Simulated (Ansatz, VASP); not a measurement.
## Mg: VASP beside Ansatz

The input INCAR:

```
ALGO = Normal ; EDIFF = 1E-7
EDIFFG = -0.05 ; ENCUT = 600
GGA = PE ; GGA_COMPAT = F
IBRION = 2 ; ISIF = 3
ISMEAR = 0 ; LASPH = T
LCHARG = F ; LREAL = F
LWAVE = F ; NELM = 120
NELMIN = 4 ; NSW = 80
PREC = Accurate ; SIGMA = 0.1
```

Contents of KPOINTS:

```
k-points
0
Gamma
  8 8 8
```

POSCAR

```
Mg
1.0
    0.0000000000      1.9180841004      1.9180841004
    1.9180841004      0.0000000000      1.9180841004
    1.9180841004      1.9180841004      0.0000000000
Mg
1
Direct
    0.0000000000      0.0000000000      0.0000000000
```

Input for Ansatz:

```yaml
crystal:
  lattice:
    - [0.0, 1.9180841004, 1.9180841004]
    - [1.9180841004, 0.0, 1.9180841004]
    - [1.9180841004, 1.9180841004, 0.0]
  atoms:
    - { symbol: Mg, position: [0.0, 0.0, 0.0] }
basis:
  ecutwfc: 420
kpoints:
  mp_grid: { grid: [8, 8, 8] }
hamiltonian:
  xc: pbe
scf:
  occupations: { method: gaussian, width: 0.1 }
output:
  forces: true
  stress: true
  eigenvalues: true
relax:
  adjacent_minimum: "off"
  f_tol: 0.05
  max_steps: 60
  cell: { stress_tol: 0.5 }
```

Alike in both runs: task relaxation of cell and atoms; functional PBE; k mesh 8 × 8 × 8; occupations gaussian, width 0.1 eV; no spin polarisation.

|  | VASP | Ansatz |
| --- | --- | --- |
| version | VASP 6.6.1 | Ansatz 0.2.0 |
| potentials or method | VASP PAW PBE potentials, release 64 (Mg), cutoff 600 eV | scalar-relativistic, plane waves, PAW |
| valence electrons in the cell | 2 | 10 |

VASP gave:

```
gap on the k mesh at the Fermi level, each at its own relaxed structure (eV) : none
relaxed volume (Å³/atom)                                                     : 23.13
relaxed cell length with the largest relative difference (Å)                 : 3.198
```

Question: Estimate Ansatz's values.

Answer: gap on the k mesh at the Fermi level, each at its own relaxed structure (eV): none; relaxed volume (Å³/atom): 23.09; relaxed cell length with the largest relative difference (Å): 3.196.

A gap of «none» marks a metal or a gap that the smearing closes. VASP's potentials hold 2 valence electrons a cell and Ansatz's 10, so a difference there can come from the potentials and not from the codes.

Noted on VASP's run: the volume moved by over 15 % at a fixed basis, so the end points are rough.
